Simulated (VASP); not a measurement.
# MgF2: relaxation of shape and atoms at fixed volume with PBE

The system is MgF2.

```xyz
6
Lattice="4.6664 0.0000 0.0000 0.0000 4.6664 0.0000 0.0000 0.0000 3.0718" Properties=species:S:1:pos:R:3 pbc="T T T"
Mg    0.0000    0.0000    0.0000
Mg    2.3332    2.3332    1.5359
F     1.4166    1.4166    0.0000
F     0.9166    3.7498    1.5359
F     3.2499    3.2499    0.0000
F     3.7498    0.9166    1.5359
```

```yaml
Program: VASP 6.6.1
Task: relaxation of shape and atoms at fixed volume
Functional: PBE
Potentials_or_basis: VASP PAW PBE potentials, release 64 (Mg, F)
Cutoff: 600 eV
k_mesh: 6 × 6 × 10
Occupations: gaussian, width 0.05 eV
Spin: no spin polarisation
Dipole_correction: no
Further_INCAR_settings: ALGO = Normal; EDIFF = 1e-07; IBRION = 2; EDIFFG = -0.01; NSW = 60; ISIF = 4
```

```yaml
Energy_gained_by_relaxing: 0.0 meV/atom
Ionic_steps: 3
Pressure_after_relaxing: 0.9 GPa
Band_gap_on_the_k_mesh: 6.93 eV
```

Step by step:
```csv
step,energy change (eV),largest force (eV/Å),pressure (GPa),volume (Å³)
1,0.0000,0.0302,0.99,66.89
2,-0.0002,0.0134,0.96,66.89
3,-0.0002,0.0001,0.93,66.89
```

Final structure:
```yaml
crystal:
  lattice:
    - [4.66431, 0.00000, 0.00000]
    - [0.00000, 4.66431, 0.00000]
    - [0.00000, 0.00000, 3.07463]
  atoms:
    - { symbol: Mg, position: [0.00000, 0.00000, 0.00000] }
    - { symbol: Mg, position: [0.50000, 0.50000, 0.50000] }
    - { symbol: F, position: [0.30317, 0.30317, 0.00000] }
    - { symbol: F, position: [0.19683, 0.80317, 0.50000] }
    - { symbol: F, position: [0.69683, 0.69683, 0.00000] }
    - { symbol: F, position: [0.80317, 0.19683, 0.50000] }
```

Levels at points of the mesh, in eV from the valence-band top:
```
           k point  band 12  band 13  band 14  band 15  band 16  band 17  band 18  band 19  band 20
(0.00, 0.00, 0.00)    -1.19    -0.72    -0.32    -0.32     0.00     6.93    12.09    12.09    13.57
(0.50, 0.00, 0.00)    -1.34    -0.96    -0.96    -0.37    -0.37     9.31     9.31    13.33    13.33
(0.50, 0.50, 0.00)    -1.24    -0.93    -0.93    -0.74    -0.74    10.95    10.95    11.13    11.13
(0.00, 0.00, 0.50)    -1.41    -1.10    -1.10    -0.82    -0.82    11.64    11.64    14.80    14.80
(0.50, 0.00, 0.50)    -1.32    -0.71    -0.71    -0.64    -0.64    12.56    12.56    13.21    13.21
(0.50, 0.50, 0.50)    -1.38    -0.59    -0.59    -0.47    -0.47    13.03    13.03    13.19    13.19
```

Wall time 88 s on 1 thread of Intel(R) Xeon(R) 6975P-C (Granite Rapids), on a shared host, peak memory 0.25 GiB.

A k mesh can miss the band edges. Expect the measured gap to be larger: semilocal functionals such as PBE lack the derivative discontinuity.
